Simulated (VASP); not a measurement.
A run of VASP 6.6.1 is set up as follows.

The input INCAR:

```
SYSTEM = Mg
PREC     = Accurate       ! precision mode
ENCUT    = 520            ! plane-wave cutoff, eV
EDIFF    = 1E-6           ! SCF threshold, eV
ISMEAR   = 0              ! smearing method
SIGMA    = 0.05           ! smearing width, eV
LREAL    = .FALSE.        ! projectors in reciprocal space
LASPH    = .TRUE.         ! aspherical terms in the spheres
NELM     = 60             ! most SCF steps
ALGO     = Normal         ! electronic algorithm
ISIF     = 2              ! what is computed and relaxed
LWAVE    = .FALSE.        ! write WAVECAR
LCHARG   = .FALSE.        ! write CHGCAR
GGA      = CA             ! functional
NBANDS   = 9              ! bands
```

KPOINTS

```
Automatic mesh
0
G
  7 7 4
  0 0 0
```

File POSCAR:

```
Mg
1.0
    3.0860250438      0.0000000000      0.0000000000
   -1.5430125219      2.6725760846      0.0000000000
    0.0000000000      0.0000000000      5.2841680044
Mg
2
Direct
    0.3333333333      0.6666666667      0.2500000000
    0.6666666667      0.3333333333      0.7500000000
```

Potentials or basis: VASP PAW LDA potentials, release 64 (Mg).

Run with:

```sh
$ cat potpaw_LDA.64/Mg/POTCAR > POTCAR
$ mpirun -np 1 vasp_std > vasp.out
```

(1) Predict the band gap on the k mesh.

(2) Predict the pressure.

## Answers

(1) zero (bands 2 and 3 overlap by 2.48 eV).

(2) -0.3 GPa.
